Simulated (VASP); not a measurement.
## Al2Cu3: single point with PBE

Al2Cu3:

```
Al Cu
1.0
     4.52894   -2.26482    0.00000
     4.52894    2.26482    0.00000
    -2.36955    0.00000    6.37240
Al Cu
4 6
Direct
  0.07849 0.72069 0.04548
  0.72069 0.07849 0.54548
  0.27931 0.92151 0.45452
  0.92151 0.27931 0.95452
  0.12770 0.47095 0.34935
  0.47095 0.12770 0.84935
  0.52906 0.87230 0.15065
  0.87230 0.52906 0.65065
  0.67215 0.32785 0.25000
  0.32785 0.67215 0.75000
```

```json
{"Program": "VASP 6.6.1", "Task": "single point", "Functional": "PBE", "Potentials or basis": "VASP PAW PBE potentials, release 64 (Al, Cu)", "Cutoff": "520 eV", "k mesh": "10 × 10 × 6", "Occupations": "gaussian, width 0.1 eV", "Spin": "no spin polarisation"}
```

```
Pressure               : 0.3 GPa
Largest force          : 0.008 eV/Å
Band gap on the k mesh : zero (bands 39 and 40 overlap by 2.46 eV)
```

Forces in eV/Å, atoms in the order of the input:
```
Al  -0.001  0.007  0.003
Al  -0.001 -0.007  0.003
Al   0.001  0.007 -0.003
Al   0.001 -0.007 -0.003
Cu   0.004  0.000  0.003
Cu   0.004  0.000  0.003
Cu  -0.004  0.000 -0.003
Cu  -0.004  0.000 -0.003
Cu   0.000  0.001  0.000
Cu   0.000 -0.001  0.000
```

Levels at points of the mesh, in eV from the Fermi level:
```
           k point  band 37  band 38  band 39  band 40  band 41  band 42
(0.00, 0.00, 0.00)    -0.59    -0.59    -0.30    -0.05     0.33     1.75
(0.50, 0.00, 0.00)    -2.08    -1.81    -1.39    -1.25     3.03     3.09
(0.50, 0.50, 0.00)    -1.13    -0.83     1.01     1.10     1.12     1.51
(0.00, 0.00, 0.50)    -0.91    -0.91     0.58     0.58     1.09     1.09
(0.50, 0.00, 0.50)    -1.88    -1.87     0.47     0.49     0.98     1.22
(0.50, 0.50, 0.50)    -1.40    -1.40    -0.59    -0.59     2.94     2.94
```

It took 16 min on 1 thread of Intel(R) Xeon(R) 6975P-C (Granite Rapids), with other jobs on the host, peak memory 0.85 GiB.
